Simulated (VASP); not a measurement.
Set up this calculation in VASP 6.6.1, as the native input.

```yaml
Task: single point
Functional: LDA
Potentials_or_basis: VASP PAW LDA potentials, release 64 (Si, Ni)
Cutoff: 520 eV
k_mesh: 14 × 14 × 14
Occupations: gaussian, width 0.15 eV
Spin: collinear spin, ferromagnetic start
Starting_moments: "[0.0, 0.0, 0.5] μB"
Fixed_moment: 0.5 μB
Dipole_correction: no
Further_INCAR_settings: ALGO = Normal; EDIFF = 1e-06; NBANDS = 20
```

The structure of Si2Ni lies in POSCAR:

```
Si2Ni
1.0
    0.0000000000      2.7784916684      2.7784916684
    2.7784916684      0.0000000000      2.7784916684
    2.7784916684      2.7784916684      0.0000000000
Si Ni
2 1
Direct
    0.2500000000      0.2500000000      0.2500000000
    0.7500000000      0.7500000000      0.7500000000
    0.0000000000      0.0000000000      0.0000000000
```

These files were run (other wordings do the same):

INCAR

```
PREC = Accurate ; ENCUT = 520
EDIFF = 1E-6 ; ISMEAR = 0
SIGMA = 0.15 ; LREAL = F
LASPH = T ; NELM = 150
ALGO = Normal ; ISIF = 2
LWAVE = F ; LCHARG = T
ISPIN = 2 ; MAGMOM = 0 0 0.5
LORBIT = 11 ; NUPDOWN = 0.5
LMAXMIX = 4 ; LELF = T
LVHAR = T ; NBANDS = 20
```

KPOINTS

```
regular mesh
0
Gamma
  14 14 14
```

Potentials or basis: VASP PAW LDA potentials, release 64 (Si, Ni).

Command:

```sh
$ cat potpaw_LDA.64/Si/POTCAR potpaw_LDA.64/Ni/POTCAR > POTCAR
$ mpirun -np 1 vasp_std > vasp.out
```

It gave:

The pressure is -13.8 GPa, the net moment is 0.50 μB per cell and the site moments are Si +0.06; Ni +0.25 μB. The valence electrons inside the program's atomic spheres are Si 1.56; Ni 9.64.

Caveat: the total moment is fixed, so each spin has its own Fermi level.

Run time: 8.2 min on 1 thread of AMD EPYC 7R13, with other jobs on the host, peak memory 0.22 GiB.
